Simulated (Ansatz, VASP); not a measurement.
Two plane-wave programs on Li2O

File INCAR:

```
ALGO = Normal ; EDIFF = 1E-6
ENCUT = 750 ; GGA = PE
GGA_COMPAT = F ; ISIF = 2
ISMEAR = 0 ; LASPH = T
LCHARG = T ; LELF = T
LREAL = F ; LVHAR = T
LWAVE = F ; NBANDS = 13
NELM = 120 ; PREC = Accurate
SIGMA = 0.02
```

Contents of KPOINTS:

```
k-points
0
Gamma
  8 8 8
```

File POSCAR:

```
Li2O
1.0
    0.0000000000      2.2466123150      2.2466123150
    2.2466123150      0.0000000000      2.2466123150
    2.2466123150      2.2466123150      0.0000000000
Li O
2 1
Direct
    0.2500000000      0.2500000000      0.2500000000
    0.7500000000      0.7500000000      0.7500000000
    0.0000000000      0.0000000000      0.0000000000
```

Input for Ansatz:

```yaml
crystal:
  lattice:
    - [0.0, 2.246612315, 2.246612315]
    - [2.246612315, 0.0, 2.246612315]
    - [2.246612315, 2.246612315, 0.0]
  atoms:
    - { symbol: Li, position: [0.25, 0.25, 0.25] }
    - { symbol: Li, position: [0.75, 0.75, 0.75] }
    - { symbol: O, position: [0.0, 0.0, 0.0] }
basis:
  ecutwfc: 420
kpoints:
  mp_grid: { grid: [8, 8, 8] }
hamiltonian:
  xc: pbe
scf:
  occupations: { method: gaussian, width: 0.02 }
output:
  forces: true
  stress: true
  eigenvalues: true
  populations: true
```

Alike in both runs: task single point; functional PBE; k mesh 8 × 8 × 8; occupations gaussian, width 0.02 eV; no spin polarisation.

|  | VASP | Ansatz |
| --- | --- | --- |
| version | VASP 6.6.1 | Ansatz 0.2.0 |
| potentials or method | VASP PAW PBE potentials, release 64 (Li_sv, O), cutoff 750 eV | scalar-relativistic, plane waves, PAW |
| valence electrons in the cell | 12 | 12 |

Ansatz gave:

```
gap on the k mesh at the Fermi level (eV) : 5.15
least direct gap on the mesh (eV)         : 5.90
pressure (GPa)                            : 8.2
```

**Question.** What did VASP give for the same quantities?

**Answer.** gap on the k mesh at the Fermi level (eV): 5.14; least direct gap on the mesh (eV): 5.90; pressure (GPa): 8.0.

With one functional, cell and mesh, what is left measures potentials, basis and numerics.
